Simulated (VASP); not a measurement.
Input of a VASP 6.6.1 run:

File INCAR:

```
ALGO     = Normal         # electronic algorithm
EDIFF    = 1E-7           # SCF threshold, eV
ENCUT    = 520            # plane-wave cutoff, eV
GGA      = PE             # functional
ISIF     = 2              # what is computed and relaxed
ISMEAR   = 0              # smearing method
IVDW     = 12             # dispersion correction
LASPH    = True           # aspherical terms in the spheres
LCHARG   = True           # write CHGCAR
LELF     = True           # ELF
LREAL    = False          # projectors in reciprocal space
LVHAR    = True         
LWAVE    = False          # write WAVECAR
NBANDS   = 31             # bands
NELM     = 100            # most SCF steps
PREC     = Accurate       # precision mode
SIGMA    = 0.1            # smearing width, eV
```

The input KPOINTS:

```
k-points
0
Gamma
  9 9 8
```

The input POSCAR:

```
SrC8
1.0
    4.9873857008      0.0000000000      0.0000000000
   -2.4936928504      4.3192027154      0.0000000000
    0.0000000000      0.0000000000      4.8180121727
Sr C
1 8
Direct
    0.0000000000      0.0000000000      0.5000000000
    0.3333333333      0.6666666667      0.0000000000
    0.3345133978      0.1672566989      0.0000000000
    0.8327433011      0.6654866022      0.0000000000
    0.8327433011      0.1672566989      0.0000000000
    0.1672566989      0.8327433011      0.0000000000
    0.1672566989      0.3345133978      0.0000000000
    0.6654866022      0.8327433011      0.0000000000
    0.6666666667      0.3333333333      0.0000000000
```

Potentials or basis: VASP PAW PBE potentials, release 64 (Sr_sv, C).

The run is started by

```bash
$ cat potpaw_PBE.64/Sr_sv/POTCAR potpaw_PBE.64/C/POTCAR > POTCAR
$ mpirun -np 1 vasp_std > vasp.out
```

Question: What does it give for the dispersion energy per atom?

Answer: -0.146 eV.

Question: Estimate the band gap on the k mesh.

Answer: Zero (bands 21 and 22 overlap by 1.62 eV).

Question: What does it give for the largest force?

Answer: 0.008 eV/Å.

Forces in eV/Å, atoms in the order of the input:
```
Sr   0.000  0.000  0.000
C    0.000  0.000  0.000
C    0.007  0.004  0.000
C    0.000 -0.008  0.000
C   -0.007  0.004  0.000
C    0.007 -0.004  0.000
C    0.000  0.008  0.000
C   -0.007 -0.004  0.000
C    0.000  0.000  0.000
```
